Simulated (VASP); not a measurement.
# Li16HBr16 (a cell with a defect) in VASP: single point with PBE

Aim: the single point of Li16HBr16 (a cell with a defect) with PBE.

Program: VASP 6.6.1. These are calculated values, not measurements. Logs are shortened: lines on timing, memory, paths and dates and some standing lists are left out, and cuts for length are marked.

### 1 The cell of the first run

The cell holds a defect, 33 atoms: a = 9.542 Å, b = 9.542 Å, c = 9.542 Å, α = 109.47°, β = 109.47°, γ = 109.47°.

### 2 Single point, PBE (with an interstitial atom, then relaxed in part)

File INCAR:

```
SYSTEM = Li16HBr16
PREC = Accurate ; ENCUT = 650
EDIFF = 1E-6 ; ISMEAR = 0
SIGMA = 0.01 ; LREAL = Auto
LASPH = .True. ; NELM = 120
ALGO = Normal ; ISIF = 2
LWAVE = .False. ; LCHARG = .True.
GGA = PE ; LELF = .True.
LVHAR = .True. ; NBANDS = 102
NELECT = 160.0 ; GGA_COMPAT = .False.
```

File KPOINTS:

```
Automatic mesh
0
Gamma
  2 2 2
  0.5 0.5 0.5
```

File POSCAR:

```
Li16HBr16
1.0
    5.5088933364     -5.5088933364     -5.5088933364
   -5.5088933364     -5.5088933364      5.5088933364
   -5.5088933364      5.5088933364     -5.5088933364
Li Br H
16 16 1
Direct
    0.2461399734      0.2461399734      0.5048983405
    0.2461399734      0.5048983405      0.2461399734
    0.2538600266      0.7500000000      0.0087583671
    0.0087583671      0.2538600266      0.7500000000
    0.2538600266      0.0087583671      0.7500000000
   -0.0048983405      0.4912416329      0.4912416329
    0.0087583671      0.7500000000      0.2538600266
    0.7500000000      0.2538600266      0.0087583671
    1.0208427164      1.0208427164      1.0208427164
    0.7500000000      0.4791572836      0.7500000000
    0.7500000000      0.7500000000      0.4791572836
    0.5048983405      0.2461399734      0.2461399734
    0.7500000000      0.0087583671      0.2538600266
    0.4912416329      0.4912416329     -0.0048983405
    0.4791572836      0.7500000000      0.7500000000
    0.4912416329     -0.0048983405      0.4912416329
    0.2464706468      0.5003014690      0.7500000000
    0.2464706468      0.7500000000      0.5003014690
    0.2535293532      0.0038308222      0.2535293532
   -0.0003014690      0.4961691778     -0.0003014690
    0.2535293532      0.2535293532      0.0038308222
   -0.0188075289      0.7500000000      0.7500000000
   -0.0003014690     -0.0003014690      0.4961691778
    0.7500000000      0.5003014690      0.2464706468
    0.0038308222      0.2535293532      0.2535293532
    0.7500000000      0.7500000000     -0.0188075289
    0.7500000000     -0.0188075289      0.7500000000
    0.5188075289      0.5188075289      0.5188075289
    0.7500000000      0.2464706468      0.5003014690
    0.5003014690      0.7500000000      0.2464706468
    0.4961691778     -0.0003014690     -0.0003014690
    0.5003014690      0.2464706468      0.7500000000
    0.7500000000      0.7500000000      0.7500000000
```

Potentials or basis: VASP PAW PBE potentials, release 64 (Li_sv, Br, H).

Started as:

```bash
cat potpaw_PBE.64/Li_sv/POTCAR potpaw_PBE.64/Br/POTCAR potpaw_PBE.64/H/POTCAR > POTCAR
mpirun -np 1 vasp_std > vasp.out
```

OUTCAR:

```text
SYSTEM = Li16HBr16
   PREC = Accurate
   ENCUT = 650
   EDIFF = 1E-6
   ISMEAR = 0
   LREAL = Auto
   LASPH = .True.
   NELM = 120
   ISIF = 2
   GGA = PE
   NELECT = 160.0

 ion  position               nearest neighbor table
   1  0.246  0.246  0.505-  23 2.67
   2  0.246  0.505  0.246-  20 2.67
   3  0.254  0.750  0.009-  30 2.67
   4  0.009  0.254  0.750-  17 2.67
   5  0.254  0.009  0.750-  32 2.67
   6  0.995  0.491  0.491-  25 2.67
   7  0.009  0.750  0.254-  18 2.67
   8  0.750  0.254  0.009-  24 2.67
   9  0.021  0.021  0.021-  19 2.66  21 2.66  25 2.66
  10  0.750  0.479  0.750-  20 2.66  29 2.66  32 2.66
  11  0.750  0.750  0.479-  23 2.66  24 2.66  30 2.66
  12  0.505  0.246  0.246-  31 2.67
  13  0.750  0.009  0.254-  29 2.67
  14  0.491  0.491  0.995-  21 2.67
  15  0.479  0.750  0.750-  17 2.66  18 2.66  31 2.66
  16  0.491  0.995  0.491-  19 2.67
  17  0.246  0.500  0.750-  15 2.66   4 2.67
  18  0.246  0.750  0.500-  15 2.66   7 2.67
  19  0.254  0.004  0.254-   9 2.66  16 2.67
  20  1.000  0.496  1.000-  10 2.66   2 2.67
  21  0.254  0.254  0.004-   9 2.66  14 2.67
  22  0.981  0.750  0.750-
  23  1.000  1.000  0.496-  11 2.66   1 2.67
  24  0.750  0.500  0.246-  11 2.66   8 2.67
  25  0.004  0.254  0.254-   9 2.66   6 2.67
  26  0.750  0.750  0.981-
  27  0.750  0.981  0.750-
  28  0.519  0.519  0.519-
  29  0.750  0.246  0.500-  10 2.66  13 2.67
  30  0.500  0.750  0.246-  11 2.66   3 2.67
  31  0.496  1.000  1.000-  15 2.66  12 2.67
  32  0.500  0.246  0.750-  10 2.66   5 2.67
  33  0.750  0.750  0.750-

  LATTYP: Found a body centered cubic cell.
 ALAT       =    11.0177866728

  Lattice vectors:

 A1 = (   5.5088933364,  -5.5088933364,  -5.5088933364)
 A2 = (  -5.5088933364,  -5.5088933364,   5.5088933364)
 A3 = (  -5.5088933364,   5.5088933364,  -5.5088933364)

Analysis of symmetry for initial positions (statically):
=====================================================================
 Subroutine PRICEL returns:
 Original cell was already a primitive cell.

 Routine SETGRP: Setting up the symmetry group for a
 body centered cubic supercell.

 Subroutine GETGRP returns: Found 24 space group operations
 (whereof  6 operations were pure point group operations)
 out of a pool of 48 trial point group operations.

The static configuration has the point symmetry C_3v.
 The point group associated with its full space group is T_d .

Analysis of symmetry for dynamics (positions and initial velocities):
[... 162 lines left out ...]
   NELECT =     160.0000    total number of electrons
   NUPDOWN=      -1.0000    fix difference up-down
   EMIN   =  10.00;   EMAX   =-10.00  energy-range for DOS
   EFERMI =   0.00;   METHOD = LEGACY
   ISMEAR =     0;   SIGMA  =   0.01  broadening in eV -4-tet -1-fermi 0-gaus
   EFERMI_NEDOS =   21; number of points for ismear=-14 and -15
   IALGO  =     38    algorithm
   IMIX   =      4    mixing-type and parameters
     AMIX     =   0.40;   BMIX     =  1.00
     AMIX_MAG =   1.60;   BMIX_MAG =  1.00
  volume/ion in A,a.u.               =      20.26       136.75
  Fermi-wavevector in a.u.,A,eV,Ry     =   1.016320  1.920566 14.053543  1.032906
  Thomas-Fermi vector in A             =   2.149657
   LORBIT       =      0    0 simple, 1 ext, 2 COOP (PROOUT), +10 PAW based schemes
   GGA     = PE    functional components
   LHFCALC =     F    Hartree Fock is set to
   AEXX    =    0.0000 exact exchange contribution
   IVDW    =     0    specifies the selected vdW correction
   LEPSILON=     F    determine dielectric tensor
   LRPA    =     F    only Hartree local field effects (RPA)
 non-spin polarized calculation
 Gauss-broadening in eV      SIGMA  =   0.01
  energy-cutoff  :      650.00
  volume of cell :      668.73
 maximum number of plane-waves:     25183
   NGX = 39   NGY = 39   NGZ = 39

 number of electron     160.0000007 magnetization

 Free energy of the ion-electron system (eV)
  ---------------------------------------------------
  ext. energy  EPLUGINS =         0.00000000
  ---------------------------------------------------
  free energy    TOTEN  =      -109.57893063 eV

  energy without entropy =     -109.57893063  energy(sigma->0) =     -109.57893063

 E-fermi :   0.2957     XC(G=0):  -8.3992

 val. band max:        0.1916490653   @ k =   0.2500   0.2500   0.2500
 cond. band min:       3.2039238521   @ k =   0.2500   0.2500   0.2500
 fundamental gap:      3.0122747868
 Fermi energy:         0.2956800806

 k-point     1 :       0.2500    0.2500    0.2500
  band No.  band energies     occupation
      1     -44.0400      2.00000
      2     -44.0400      2.00000
      3     -44.0400      2.00000
      4     -44.0394      2.00000
      5     -44.0393      2.00000
      6     -44.0393      2.00000
[... 84 lines left out ...]
     91       7.1601      0.00000
     92       7.1663      0.00000

 k-point     2 :      -0.2500    0.2500    0.2500
  band No.  band energies     occupation
      1     -44.0402      2.00000
      2     -44.0399      2.00000
      3     -44.0397      2.00000
      4     -44.0396      2.00000
      5     -44.0396      2.00000
      6     -44.0394      2.00000
[... 84 lines left out ...]
     91       7.4798      0.00000
     92       7.4798      0.00000
 [bands above 92 left out]

------------------------ aborting loop because EDIFF is reached ----------------------------------------

  FORCE on cell =-STRESS in cart. coord.  units (eV):
  Direction    XX          YY          ZZ          XY          YZ          ZX
  --------------------------------------------------------------------------------------
  -------------------------------------------------------------------------------------
  Total       -6.2299261     -6.2299261     -6.2299261      0.0000000     -0.0000000      0.0000000
  in kB      -14.9258955    -14.9258955    -14.9258955      0.0000000     -0.0000000      0.0000000
  external PRESSURE =     -14.9258955 kB  Pullay stress =       0.0000000 kB

 VOLUME and BASIS-vectors are now :
 -----------------------------------------------------------------------------
  energy-cutoff  :      650.00
  volume of cell :      668.73
      direct lattice vectors                 reciprocal lattice vectors
     5.508893336 -5.508893336 -5.508893336     0.000000000 -0.090762331 -0.090762331
    -5.508893336 -5.508893336  5.508893336    -0.090762331 -0.090762331  0.000000000
    -5.508893336  5.508893336 -5.508893336    -0.090762331  0.000000000 -0.090762331

 POSITION                                       TOTAL-FORCE (eV/Angst)
 -----------------------------------------------------------------------------------
     -2.78143      0.06951     -2.78143         0.001036     -0.009752      0.001036
     -2.78143     -2.78143      0.06951         0.001036      0.001036     -0.009752
     -2.78143     -5.48191      2.68493         0.001036     -0.001036      0.009752
     -5.48191      2.68493     -2.78143        -0.001036      0.009752      0.001036
     -2.78143      2.68493     -5.48191         0.001036      0.009752     -0.001036
      0.06951     -5.48191     -5.48191        -0.009752     -0.001036     -0.001036
[... 25 lines left out ...]
     -2.73334      0.01778     -5.53000         0.005899     -0.023903     -0.005899
     -4.13167     -4.13167     -4.13167        -0.000000      0.000000     -0.000000
 -----------------------------------------------------------------------------------
    total drift:                                0.000000     -0.000001      0.000000

  FREE ENERGIE OF THE ION-ELECTRON SYSTEM (eV)
  ---------------------------------------------------
  free  energy   TOTEN  =      -109.5789306311 eV

  energy  without entropy=     -109.5789306311  energy(sigma->0) =     -109.57893063
```

stdout:

```text
POSCAR found type information on POSCAR LiBrH
 POSCAR found :  3 types and      33 ions
 scaLAPACK will be used
 LDA part: xc-table for (Slater+PW92), standard interpolation
 POSCAR, INCAR and KPOINTS ok, starting setup
 FFT: planning ... GRIDC
 FFT: planning ... GRID_SOFT
 FFT: planning ... GRID
 WAVECAR not read
 entering main loop
 the old and the new charge density differ
 old charge density:   161.00000 new  160.00000
    0.831E+00
```

It took 11 min on 1 thread of Oxide Virtual Turin-like, shared host; peak memory 0.97 GiB.

What came out:

- Free energy: -109.5789 eV
- Largest force: 0.031 eV/Å

Forces on the atoms (eV/Å):
```
Li   0.001 -0.010  0.001
Li   0.001  0.001 -0.010
Li   0.001 -0.001  0.010
Li  -0.001  0.010  0.001
Li   0.001  0.010 -0.001
Li  -0.010 -0.001 -0.001
Li  -0.001  0.001  0.010
Li   0.010 -0.001  0.001
Li  -0.018 -0.018 -0.018
Li   0.018  0.018 -0.018
Li   0.018 -0.018  0.018
Li  -0.010  0.001  0.001
Li   0.010  0.001 -0.001
Li  -0.001 -0.010 -0.001
Li  -0.018  0.018  0.018
Li  -0.001 -0.001 -0.010
Br  -0.006 -0.024  0.006
Br  -0.006  0.006 -0.024
Br  -0.006 -0.006  0.024
Br   0.006  0.006  0.024
Br  -0.006  0.024 -0.006
Br  -0.001  0.001  0.001
Br   0.006  0.024  0.006
Br  -0.024 -0.006  0.006
Br   0.024 -0.006 -0.006
Br   0.001 -0.001  0.001
Br   0.001  0.001 -0.001
Br  -0.001 -0.001 -0.001
Br  -0.024  0.006 -0.006
Br   0.006 -0.006 -0.024
Br   0.024  0.006  0.006
Br   0.006 -0.024 -0.006
H    0.000  0.000  0.000
```

Caveat: the cell carries a net charge on a neutralising background, which shifts energy and pressure; the cell differs from its parent crystal (with an interstitial atom, then relaxed in part); the cell is charged against a uniform background, so pressure and absolute levels hang on convention.
